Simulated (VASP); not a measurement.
# Cd4Se in VASP: a series of runs

Cd4Se is run at these levels: PBE; tasks: relaxation of cell and atoms.

Program: VASP 6.6.1. These are calculated values, not measurements. Logs are shortened: lines on timing, memory, paths and dates and some standing lists are left out, and cuts for length are marked.

## Step 1: The cell of the first run

Symmetry: P6/mmm, No. 191, hexagonal system. Conventional cell: a = 4.110 Å, b = 4.110 Å, c = 9.345 Å, α = 90.00°, β = 90.00°, γ = 120.00°. Within 3.1 Å of Cd (site symmetry -6m2) lie 3 Cd at 2.37 Å and 3 Se at 2.37 Å. Within 3.1 Å of Cd (site symmetry -6m2) lie 3 Cd at 2.37 Å. Within 3.1 Å of Se (site symmetry 6/mmm) lie 6 Cd at 2.37 Å.

The cell was built from a structure type or drawn by symmetry, and may not be a known phase.

## Step 2: Relaxation of cell and atoms, PBE

File INCAR:

```
ALGO = Normal
EDIFF = 1E-7
EDIFFG = -0.08
ENCUT = 500
GGA = PE
GGA_COMPAT = False
IBRION = 2
ISIF = 3
ISMEAR = 0
LASPH = True
LCHARG = False
LREAL = False
LWAVE = False
NELM = 120
NELMIN = 4
NSW = 36
PREC = Accurate
SIGMA = 0.2
```

File KPOINTS:

```
k-points
0
Gamma
  5 5 2
```

File POSCAR:

```
Cd4Se
1.0
    4.1097958600      0.0000000000      0.0000000000
   -2.0548979300      3.5591876200      0.0000000000
    0.0000000000      0.0000000000      9.3447403200
Cd Se
4 1
Direct
    0.3333333300      0.6666666700      0.0000000000
    0.6666666700      0.3333333300      0.0000000000
    0.3333333300      0.6666666700      0.5000000000
    0.6666666700      0.3333333300      0.5000000000
    0.0000000000      0.0000000000      0.0000000000
```

Potentials or basis: VASP PAW PBE potentials, release 64 (Cd, Se).

Run with:

```bash
cat potpaw_PBE.64/Cd/POTCAR potpaw_PBE.64/Se/POTCAR > POTCAR
mpirun -np 1 vasp_std > vasp.out
```

OUTCAR:

```text
EDIFF = 1E-7
   EDIFFG = -0.08
   ENCUT = 500
   GGA = PE
   IBRION = 2
   ISIF = 3
   ISMEAR = 0
   LASPH = True
   LREAL = False
   NELM = 120
   NELMIN = 4
   NSW = 36
   PREC = Accurate

 ion  position               nearest neighbor table
   1  0.333  0.667  0.000-   5 2.37   2 2.37   2 2.37   5 2.37   5 2.37   2 2.37
   2  0.667  0.333  0.000-   1 2.37   5 2.37   1 2.37   5 2.37   5 2.37   1 2.37
   3  0.333  0.667  0.500-   4 2.37   4 2.37   4 2.37
   4  0.667  0.333  0.500-   3 2.37   3 2.37   3 2.37
   5  0.000  0.000  0.000-   1 2.37   2 2.37   2 2.37   1 2.37   2 2.37   1 2.37

  LATTYP: Found a hexagonal cell.
 ALAT       =     4.1097958600
 C/A-ratio  =     2.2737723815

  Lattice vectors:

 A1 = (   4.1097958600,   0.0000000000,   0.0000000000)
 A2 = (  -2.0548979300,   3.5591876200,   0.0000000000)
 A3 = (   0.0000000000,   0.0000000000,   9.3447403200)

Analysis of symmetry for initial positions (statically):
=====================================================================
 Subroutine PRICEL returns:
 Original cell was already a primitive cell.

 Routine SETGRP: Setting up the symmetry group for a
 hexagonal supercell.

 Subroutine GETGRP returns: Found 24 space group operations
 (whereof 24 operations were pure point group operations)
 out of a pool of 24 trial point group operations.

The static configuration has the point symmetry D_6h.

Analysis of symmetry for dynamics (positions and initial velocities):
=====================================================================
 Subroutine PRICEL returns:
 Original cell was already a primitive cell.

 Routine SETGRP: Setting up the symmetry group for a
 hexagonal supercell.

 Subroutine GETGRP returns: Found 24 space group operations
 (whereof 24 operations were pure point group operations)
 out of a pool of 24 trial point group operations.

The dynamic configuration has the point symmetry D_6h.

 Subroutine INISYM returns: Found 24 space group operations
 (whereof 24 operations are pure point group operations),
 and found     1 'primitive' translations

----------------------------------------------------------------------------------------

                                     Primitive cell

  volume of cell :     136.6905

  direct lattice vectors                    reciprocal lattice vectors
     4.109795860  0.000000000  0.000000000     0.243321088  0.140481496  0.000000000
    -2.054897930  3.559187620  0.000000000     0.000000000  0.280962991  0.000000000
     0.000000000  0.000000000  9.344740320     0.000000000  0.000000000  0.107012069

  length of vectors
     4.109795860  4.109795861  9.344740320     0.280962991  0.280962991  0.107012069

  position of ions in fractional coordinates (direct lattice)
     0.333333330  0.666666670  0.000000000
     0.666666670  0.333333330  0.000000000
     0.333333330  0.666666670  0.500000000
     0.666666670  0.333333330  0.500000000
     0.000000000  0.000000000  0.000000000

  ion indices of the primitive-cell ions
   primitive index   ion index
                 1           1
                 2           2
                 3           3
                 4           4
                 5           5

----------------------------------------------------------------------------------------

 KPOINTS: k-points

Automatic generation of k-mesh.
 Grid dimensions read from file:
 generate k-points for:    5    5    2

 Generating k-lattice:

  Cartesian coordinates                     Fractional coordinates (reciprocal lattice)
     0.048664218  0.028096299  0.000000000     0.200000000  0.000000000  0.000000000
     0.000000000  0.056192598  0.000000000     0.000000000  0.200000000  0.000000000
     0.000000000  0.000000000  0.053506035     0.000000000  0.000000000  0.500000000

  Length of vectors
     0.056192598  0.056192598  0.053506035

  Shift w.r.t. Gamma in fractional coordinates (k-lattice)
     0.000000000  0.000000000  0.000000000

 Subroutine IBZKPT returns following result:
 ===========================================

 Found     10 irreducible k-points:

 Following reciprocal coordinates:
            Coordinates               Weight
  0.000000  0.000000  0.000000      1.000000
  0.200000  0.000000  0.000000      6.000000
  0.400000  0.000000  0.000000      6.000000
  0.200000  0.200000  0.000000      6.000000
  0.400000  0.200000  0.000000      6.000000
  0.000000  0.000000  0.500000      1.000000
  0.200000  0.000000  0.500000      6.000000
  0.400000  0.000000  0.500000      6.000000
  0.200000  0.200000  0.500000      6.000000
  0.400000  0.200000  0.500000      6.000000
   k-points           NKPTS =     10   k-points in BZ     NKDIM =     10   number of bands    NBANDS=     32
   number of dos      NEDOS =    301   number of ions     NIONS =      5
   total plane-waves  NPLWV =  63000
   dimension x,y,z NGX =    30 NGY =   30 NGZ =   70
   dimension x,y,z NGXF=    60 NGYF=   60 NGZF=  140
   ions per type =               4   1
   NGX,Y,Z   is equivalent  to a cutoff of  12.14, 12.14, 12.45 a.u.
   NGXF,Y,Z  is equivalent  to a cutoff of  24.27, 24.27, 24.91 a.u.
 SYSTEM =  unknown system
   PREC   = accura    normal or accurate (medium, high low for compatibility)
   ISTART =      0    job   : 0-new  1-cont  2-samecut
   ICHARG =      2    charge: 1-file 2-atom 10-const
   ISPIN  =      1    spin polarized calculation?
   LNONCOLLINEAR =      F non collinear calculations
   LSORBIT =      F    spin-orbit coupling
   LASPH  =      T    aspherical Exc in radial PAW
   ENCUT  =  500.0 eV  36.75 Ry    6.06 a.u.   7.49  7.49 17.04*2*pi/ulx,y,z
   NELM   =    120;   NELMIN=  4; NELMDL= -5     # of ELM steps
   EDIFF  = 0.1E-06   stopping-criterion for ELM
   LREAL  =      F    real-space projection
   EDIFFG = -.8E-01   stopping-criterion for IOM
   NSW    =     36    number of steps for IOM
   IBRION =      2    ionic relax: 0-MD 1-quasi-New 2-CG
   NFREE  =      1    steps in history (QN), initial steepest desc. (CG)
   ISIF   =      3    stress and relaxation
   ISYM   =      2    0-nonsym 1-usesym 2-fastsym
   POTIM  = 0.5000    time-step for ionic-motion
   TEBEG  =    0.0;   TEEND  =   0.0 temperature during run
   PSTRESS=    0.0 pullay stress
   NELECT =      54.0000    total number of electrons
   NUPDOWN=      -1.0000    fix difference up-down
   EMIN   =  10.00;   EMAX   =-10.00  energy-range for DOS
   EFERMI =   0.00;   METHOD = LEGACY
   ISMEAR =     0;   SIGMA  =   0.20  broadening in eV -4-tet -1-fermi 0-gaus
   EFERMI_NEDOS =   21; number of points for ismear=-14 and -15
   IALGO  =     38    algorithm
   IMIX   =      4    mixing-type and parameters
     AMIX     =   0.40;   BMIX     =  1.00
     AMIX_MAG =   1.60;   BMIX_MAG =  1.00
  volume/ion in A,a.u.               =      27.34       184.49
  Fermi-wavevector in a.u.,A,eV,Ry     =   1.201231  2.269998 19.632616  1.442957
  Thomas-Fermi vector in A             =   2.337046
   LORBIT       =      0    0 simple, 1 ext, 2 COOP (PROOUT), +10 PAW based schemes
   GGA     = PE    functional components
   LHFCALC =     F    Hartree Fock is set to
   AEXX    =    0.0000 exact exchange contribution
   IVDW    =     0    specifies the selected vdW correction
   LEPSILON=     F    determine dielectric tensor
   LRPA    =     F    only Hartree local field effects (RPA)
 conjugate gradient relaxation of ions
 non-spin polarized calculation
 Gauss-broadening in eV      SIGMA  =   0.20
  energy-cutoff  :      500.00
  volume of cell :      136.69
 maximum number of plane-waves:      3501
 NGX is ok and might be reduce to    30
   NGX = 15   NGY = 15   NGZ = 35

--------------------------------------- Ionic step        1  -------------------------------------------

 number of electron      54.0000019 magnetization

 Free energy of the ion-electron system (eV)
  ---------------------------------------------------
  ext. energy  EPLUGINS =         0.00000000
  ---------------------------------------------------
  free energy    TOTEN  =         4.42376222 eV

  energy without entropy =        4.51627839  energy(sigma->0) =        4.47002031

------------------------ aborting loop because EDIFF is reached ----------------------------------------

  FORCE on cell =-STRESS in cart. coord.  units (eV):
  Direction    XX          YY          ZZ          XY          YZ          ZX
  --------------------------------------------------------------------------------------
  -------------------------------------------------------------------------------------
  Total       58.9078205     58.9078205     -1.7056089      0.0000000     -0.0000000     -0.0000000
  in kB      690.4705622    690.4705625    -19.9917895      0.0000000     -0.0000000     -0.0000000
  external PRESSURE =     453.6497784 kB  Pullay stress =       0.0000000 kB
[... 98 lines left out ...]
  FREE ENERGIE OF THE ION-ELECTRON SYSTEM (eV)
  ---------------------------------------------------
  free  energy   TOTEN  =        -5.1241099467 eV

  energy  without entropy=       -5.0808424808  energy(sigma->0) =       -5.10247621

 E-fermi :  -0.0552     XC(G=0):  -7.1265

 val. band max:       -0.1817777410   @ k =   0.2000   0.0000   0.5000
 cond. band min:       0.0702118344   @ k =   0.4000   0.2000   0.0000
 fundamental gap:      0.2519895754
 Fermi energy:        -0.0552215980

 k-point     1 :       0.0000    0.0000    0.0000
  band No.  band energies     occupation
      1     -13.0720      2.00000
      2      -9.0749      2.00000
      3      -9.0720      2.00000
      4      -9.0720      2.00000
      5      -9.0674      2.00000
      6      -9.0674      2.00000
[... 339 lines left out ...]
     31       2.3134      0.00000
     32       2.5340      0.00000

 E-fermi :   2.6501     XC(G=0): -10.2339

 val. band max:        2.6017343578   @ k =   0.4000   0.2000   0.0000
 cond. band min:       2.6910033491   @ k =   0.4000   0.2000   0.0000
 fundamental gap:      0.0892689913
 Fermi energy:         2.6501153901

 k-point     1 :       0.0000    0.0000    0.0000
  band No.  band energies     occupation
      1     -10.3925      2.00000
      2      -8.1432      2.00000
      3      -7.9480      2.00000
      4      -7.3497      2.00000
      5      -7.3497      2.00000
      6      -6.8620      2.00000
[... 339 lines left out ...]
     31       7.3390      0.00000
     32       9.4266      0.00000

[... ionic steps 4 to 14 ...]

--------------------------------------- Ionic step       15  -------------------------------------------

 number of electron      54.0000062 magnetization

------------------------ aborting loop because EDIFF is reached ----------------------------------------
[... 73 lines left out ...]
--------------------------------------- Ionic step       17  -------------------------------------------

 number of electron      54.0000086 magnetization

 Free energy of the ion-electron system (eV)
  ---------------------------------------------------
  ext. energy  EPLUGINS =         0.00000000
  ---------------------------------------------------
  free energy    TOTEN  =        -5.80111625 eV

  energy without entropy =       -5.72543253  energy(sigma->0) =       -5.76327439

 E-fermi :   1.3586     XC(G=0):  -9.2492

 val. band max:        1.3179800744   @ k =   0.4000   0.0000   0.0000
 cond. band min:       1.3812451415   @ k =   0.2000   0.0000   0.5000
 fundamental gap:      0.0632650671
 Fermi energy:         1.3585827309

 k-point     1 :       0.0000    0.0000    0.0000
  band No.  band energies     occupation
      1     -11.4535      2.00000
      2      -7.9091      2.00000
      3      -7.6355      2.00000
      4      -7.6265      2.00000
      5      -7.6265      2.00000
      6      -7.4337      2.00000
[... 371 lines left out ...]
  FREE ENERGIE OF THE ION-ELECTRON SYSTEM (eV)
  ---------------------------------------------------
  free  energy   TOTEN  =        -5.8011162479 eV

  energy  without entropy=       -5.7254325318  energy(sigma->0) =       -5.76327439

 reached required accuracy - stopping structural energy minimisation
```

Wall time 20 min (1 thread of AMD EPYC 7R13, shared host); peak memory 0.23 GiB.

Results:

```yaml
Free_energy: -5.8011 eV
Relaxed_volume: 28.78 Å³/atom
Relaxed_cell: a = 5.220 Å, b = 5.220 Å, c = 6.098 Å, α = 90.00°, β = 90.00°, γ = 120.00°
Space_group_after_relaxing_to_0.1_Å: P6/mmm (No. 191)
Energy_gained_by_relaxing: 2045.0 meV/atom
Ionic_steps: 17
Pressure_after_relaxing: 0.1 GPa
Band_gap_on_the_k_mesh: zero (bands 27 and 28 overlap by 1.21 eV)
```

Step by step:
```
step  energy change (eV)  largest force (eV/Å)  pressure (GPa)  volume (Å³)
   1              0.0000                0.0000           45.36       136.69
   2             -4.7080                0.0000          -10.91       330.70
   3             -9.5479                0.0000           -1.14       222.59
   4             -9.5674                0.0000           -0.92       219.81
   5             -9.5890                0.0000           -0.26       212.45
   6             -9.5882                0.0000           -0.42       214.13
   7             -9.5995                0.0000           -0.43       212.03
   8             -9.6369                0.0000           -0.45       205.71
   9             -9.7316                0.0000           -0.51       193.09
  10            -10.0135                0.0000           -0.68       167.89
  11             -9.0421                0.0000           11.50       117.62
  12            -10.0854                0.0000           -0.66       162.11
  13            -10.2105                0.0000            0.97       139.85
  14            -10.2144                0.0000            0.34       144.51
  15            -10.2152                0.0000            0.49       143.12
  16            -10.2027                0.0000           -0.12       144.86
  17            -10.2249                0.0000            0.08       143.92
```

Final structure:
```
CELL_PARAMETERS angstrom
5.22035 0.00000 0.00000
-2.61017 4.52096 0.00000
0.00000 0.00000 6.09817
ATOMIC_POSITIONS crystal
Cd 0.33333 0.66667 0.00000
Cd 0.66667 0.33333 0.00000
Cd 0.33333 0.66667 0.50000
Cd 0.66667 0.33333 0.50000
Se 0.00000 0.00000 0.00000
```

Caveat: a cell axis changed by over 15 % at a fixed basis, so the end point is rough.

[end of part 1 of 2]
